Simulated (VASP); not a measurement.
# Ca (Immm) in VASP: single point with PBEsol

Aim: the single point of Ca with PBEsol.

Program: VASP 6.6.1. These are calculated values, not measurements. Logs are shortened: lines on timing, memory, paths and dates and some standing lists are left out, and cuts for length are marked.

## 1. The cell of the first run

The structure is orthorhombic, space group Immm (No. 71). Conventional cell: a = 3.814 Å, b = 4.030 Å, c = 5.387 Å, α = 90.00°, β = 90.00°, γ = 90.00°. Within 5.0 Å of Ca (site symmetry mmm) lie 12 Ca at 3.81 to 4.03 Å.

## 2. Single point, PBEsol (uniaxial strain along a: +4.5 %)

Input file INCAR:

```
  ALGO = Fast
  EDIFF = 1E-7
  ENCUT = 520
  GGA = PS
  ISIF = 2
  ISMEAR = 0
  LASPH = T
  LCHARG = F
  LREAL = F
  LWAVE = F
  NBANDS = 17
  NELM = 80
  PREC = Accurate
  SIGMA = 0.1
```

Input file KPOINTS:

```
k-points
0
Gamma
  12 12 8
```

Input file POSCAR:

```
Ca
1.0
    4.0299743332      0.0000000000      0.0000000000
    0.0000000000      3.8141823627      0.0000000000
    0.0000000000      0.0000000000      5.3870136656
Ca
2
Direct
    0.0000000000      0.0000000000      0.5000000000
    0.5000000000      0.5000000000      0.0000000000
```

Potentials or basis: VASP PAW PBE potentials, release 64 (Ca_sv).

On the command line:

```
> cat potpaw_PBE.64/Ca_sv/POTCAR > POTCAR
> mpirun -np 1 vasp_std > vasp.out
```

OUTCAR:

```text
EDIFF = 1E-7
   ENCUT = 520
   GGA = PS
   ISIF = 2
   ISMEAR = 0
   LASPH = T
   LREAL = F
   NELM = 80
   PREC = Accurate

 ion  position               nearest neighbor table
   1  0.000  0.000  0.500-
   2  0.500  0.500  0.000-

  LATTYP: Found a simple orthorhombic cell.
 ALAT       =     3.8141823627
 B/A-ratio  =     1.0565762069
 C/A-ratio  =     1.4123639494

  Lattice vectors:

 A1 = (   0.0000000000,  -3.8141823627,   0.0000000000)
 A2 = (   4.0299743332,   0.0000000000,   0.0000000000)
 A3 = (   0.0000000000,   0.0000000000,   5.3870136656)

Analysis of symmetry for initial positions (statically):
=====================================================================
 Subroutine PRICEL returns following result:

  LATTYP: Found a body centered orthorhombic cell.
 ALAT       =     3.8141823627
 B/A-ratio  =     1.0565762069
 C/A-ratio  =     1.4123639494

  Lattice vectors:

 A1 = (   2.0149871666,  -1.9070911814,  -2.6935068328)
 A2 = (  -2.0149871666,   1.9070911814,  -2.6935068328)
 A3 = (   2.0149871666,   1.9070911813,   2.6935068328)

   2 primitive cells build up your supercell.

 Routine SETGRP: Setting up the symmetry group for a
 simple orthorhombic supercell.

 Subroutine GETGRP returns: Found  8 space group operations
 (whereof  8 operations were pure point group operations)
 out of a pool of  8 trial point group operations.

The static configuration has the point symmetry D_2h.

Analysis of symmetry for dynamics (positions and initial velocities):
=====================================================================
 Subroutine PRICEL returns following result:

  LATTYP: Found a body centered orthorhombic cell.
 ALAT       =     3.8141823627
 B/A-ratio  =     1.0565762069
 C/A-ratio  =     1.4123639494

  Lattice vectors:

 A1 = (   2.0149871666,  -1.9070911814,  -2.6935068328)
 A2 = (  -2.0149871666,   1.9070911814,  -2.6935068328)
 A3 = (   2.0149871666,   1.9070911813,   2.6935068328)

   2 primitive cells build up your supercell.

 Routine SETGRP: Setting up the symmetry group for a
 simple orthorhombic supercell.

 Subroutine GETGRP returns: Found  8 space group operations
 (whereof  8 operations were pure point group operations)
 out of a pool of  8 trial point group operations.

The dynamic configuration has the point symmetry D_2h.

 Subroutine INISYM returns: Found  8 space group operations
 (whereof  8 operations are pure point group operations),
 and found     2 'primitive' translations
[... 91 lines left out ...]
   ENCUT  =  520.0 eV  38.22 Ry    6.18 a.u.   7.49  7.09 10.02*2*pi/ulx,y,z
   NELM   =     80;   NELMIN=  2; NELMDL= -5     # of ELM steps
   EDIFF  = 0.1E-06   stopping-criterion for ELM
   LREAL  =      F    real-space projection
   EDIFFG = 0.1E-05   stopping-criterion for IOM
   NSW    =      0    number of steps for IOM
   IBRION =     -1    ionic relax: 0-MD 1-quasi-New 2-CG
   NFREE  =      0    steps in history (QN), initial steepest desc. (CG)
   ISIF   =      2    stress and relaxation
   ISYM   =      2    0-nonsym 1-usesym 2-fastsym
   POTIM  = 0.5000    time-step for ionic-motion
   TEBEG  =    0.0;   TEEND  =   0.0 temperature during run
   PSTRESS=    0.0 pullay stress
   NELECT =      20.0000    total number of electrons
   NUPDOWN=      -1.0000    fix difference up-down
   EMIN   =  10.00;   EMAX   =-10.00  energy-range for DOS
   EFERMI =   0.00;   METHOD = LEGACY
   ISMEAR =     0;   SIGMA  =   0.10  broadening in eV -4-tet -1-fermi 0-gaus
   EFERMI_NEDOS =   21; number of points for ismear=-14 and -15
   IALGO  =     68    algorithm
   IMIX   =      4    mixing-type and parameters
     AMIX     =   0.40;   BMIX     =  1.00
     AMIX_MAG =   1.60;   BMIX_MAG =  1.00
  volume/ion in A,a.u.               =      41.40       279.39
  Fermi-wavevector in a.u.,A,eV,Ry     =   1.019532  1.926636 14.142517  1.039446
  Thomas-Fermi vector in A             =   2.153051
   LORBIT       =      0    0 simple, 1 ext, 2 COOP (PROOUT), +10 PAW based schemes
   GGA     = PS    functional components
   LHFCALC =     F    Hartree Fock is set to
   AEXX    =    0.0000 exact exchange contribution
   IVDW    =     0    specifies the selected vdW correction
   LEPSILON=     F    determine dielectric tensor
   LRPA    =     F    only Hartree local field effects (RPA)
 non-spin polarized calculation
 RMM-DIIS sequential band-by-band and
 Gauss-broadening in eV      SIGMA  =   0.10
  energy-cutoff  :      520.00
  volume of cell :       82.80
 maximum number of plane-waves:      2248
 NGX is ok and might be reduce to    30
   NGX = 15   NGY = 15   NGZ = 21

 number of electron      20.0000003 magnetization

 Free energy of the ion-electron system (eV)
  ---------------------------------------------------
  ext. energy  EPLUGINS =         0.00000000
  ---------------------------------------------------
  free energy    TOTEN  =        -4.26120467 eV

  energy without entropy =       -4.24699524  energy(sigma->0) =       -4.25409995

 E-fermi :   1.9687     XC(G=0):  -7.8705

 val. band max:        1.9685030565   @ k =   0.0000   0.4167   0.3750
 cond. band min:       1.9749995188   @ k =   0.1667   0.3333   0.0000
 fundamental gap:      0.0064964623
 Fermi energy:         1.9687223358

 k-point     1 :       0.0000    0.0000    0.0000
  band No.  band energies     occupation
      1     -39.8336      2.00000
      2     -39.8122      2.00000
      3     -20.9644      2.00000
      4     -20.8861      2.00000
      5     -20.8812      2.00000
      6     -20.8262      2.00000
[... 457 lines left out ...]
      4     -20.9238      2.00000
      5     -20.8905      2.00000
      6     -20.8764      2.00000
[... 9 lines left out ...]
     16       4.6933      0.00000
     17       4.8170      0.00000

 [... further k-points ...]

------------------------ aborting loop because EDIFF is reached ----------------------------------------

  FORCE on cell =-STRESS in cart. coord.  units (eV):
  Direction    XX          YY          ZZ          XY          YZ          ZX
  --------------------------------------------------------------------------------------
  -------------------------------------------------------------------------------------
  Total       -0.5597067      0.1550471     -0.1615915      0.0000000      0.0000000      0.0000000
  in kB      -10.8297716      3.0000072     -3.1266360      0.0000000      0.0000000      0.0000000
  external PRESSURE =      -3.6521335 kB  Pullay stress =       0.0000000 kB

 VOLUME and BASIS-vectors are now :
 -----------------------------------------------------------------------------
  energy-cutoff  :      520.00
  volume of cell :       82.80
      direct lattice vectors                 reciprocal lattice vectors
     4.029974333  0.000000000  0.000000000     0.248140538  0.000000000  0.000000000
     0.000000000  3.814182363  0.000000000     0.000000000  0.262179389  0.000000000
     0.000000000  0.000000000  5.387013666     0.000000000  0.000000000  0.185631606

 POSITION                                       TOTAL-FORCE (eV/Angst)
 -----------------------------------------------------------------------------------
      0.00000      0.00000      2.69351         0.000000      0.000000     -0.000000
      2.01499      1.90709      0.00000        -0.000000     -0.000000      0.000000
 -----------------------------------------------------------------------------------
    total drift:                                0.000000      0.000000     -0.000000

  FREE ENERGIE OF THE ION-ELECTRON SYSTEM (eV)
  ---------------------------------------------------
  free  energy   TOTEN  =        -4.2612046663 eV

  energy  without entropy=       -4.2469952418  energy(sigma->0) =       -4.25409995
```

Wall time 9.1 min (1 thread of Intel Xeon 8259CL, shared host); peak memory 0.4 GiB.

What came out:

```
Free energy            : -4.2612 eV
Pressure               : -0.4 GPa
Band gap on the k mesh : zero (bands 10 and 11 overlap by 0.45 eV)
```

Levels at points of the mesh, in eV from the Fermi level:
| k point | band 6 | band 7 | band 8 | band 9 | band 10 | band 11 | band 12 | band 13 | band 14 | band 15 |
| --- | --- | --- | --- | --- | --- | --- | --- | --- | --- | --- |
| (0.00, 0.00, 0.00) | -22.79 | -22.79 | -22.79 | -4.07 | -0.43 | 0.49 | 1.19 | 2.13 | 2.40 | 2.49 |
| (0.50, 0.00, 0.00) | -22.86 | -22.82 | -22.82 | -1.70 | -1.70 | 1.04 | 1.04 | 1.33 | 1.33 | 2.93 |
| (0.00, 0.50, 0.00) | -22.85 | -22.81 | -22.81 | -1.44 | -1.44 | 1.05 | 1.05 | 1.56 | 1.56 | 2.54 |
| (0.50, 0.50, 0.00) | -22.85 | -22.84 | -22.84 | -0.51 | -0.51 | 0.57 | 0.57 | 0.91 | 0.91 | 4.10 |
| (0.00, 0.00, 0.50) | -22.82 | -22.82 | -22.82 | -2.66 | -2.66 | 1.30 | 1.30 | 2.34 | 2.34 | 2.73 |
| (0.50, 0.00, 0.50) | -22.82 | -22.80 | -22.80 | -1.10 | -1.10 | -0.25 | -0.25 | 2.21 | 2.21 | 2.34 |
| (0.00, 0.50, 0.50) | -22.82 | -22.81 | -22.81 | -0.92 | -0.92 | -0.03 | -0.03 | 1.96 | 1.96 | 2.42 |
| (0.50, 0.50, 0.50) | -22.87 | -22.85 | -22.85 | 0.20 | 0.20 | 0.60 | 0.60 | 0.71 | 0.71 | 2.65 |

Caveat: the cell differs from its parent crystal (uniaxial strain along a: +4.5 %); the PAW data sets were made with another functional, which shifts forces and pressure a little.
